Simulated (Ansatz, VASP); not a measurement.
**One calculation of AlN, two programs**

```
Al N
1.0
     3.06311    0.00000    0.00000
    -1.53155    2.65273    0.00000
     0.00000    0.00000    4.90274
Al N
2 2
Direct
  0.34619 0.69239 0.00152
  0.65381 0.30761 0.50152
  0.32186 0.64372 0.38348
  0.67814 0.35628 0.88348
```

Change from the starting cell: mode 5 frozen in at +0.069 Å, equal normal strain along x, y and z -0.0083.

Alike in both runs: task single point; functional LDA; k mesh 9 × 9 × 6; occupations gaussian, width 0.05 eV; no spin polarisation.

|  | VASP | Ansatz |
| --- | --- | --- |
| version | VASP 6.6.1 | Ansatz 0.2.0 |
| potentials or method | VASP PAW LDA potentials, release 64 (Al, N), cutoff 520 eV | scalar-relativistic, plane waves, PAW |
| valence electrons in the cell | 16 | 16 |

Ansatz gave:

| Property | Result |
| --- | --- |
| gap on the k mesh at the Fermi level (eV) | 4.58 |
| least direct gap on the mesh (eV) | 4.58 |
| pressure (GPa) | 5.4 |
| traceless stress, the component that is largest in VASP (GPa) | 0.47 |
| rms of the force components (eV/Å) | 0.183 |

Q: Which values does VASP return?

A: gap on the k mesh at the Fermi level (eV): 4.59; least direct gap on the mesh (eV): 4.59; pressure (GPa): 6.1; traceless stress, the component that is largest in VASP (GPa): 0.48; rms of the force components (eV/Å): 0.183.

LDA's correlation is that of Perdew and Zunger in VASP and of Perdew and Wang (1992) in Ansatz. Atom by atom the forces differ by 0.002 eV/Å (rms over components).
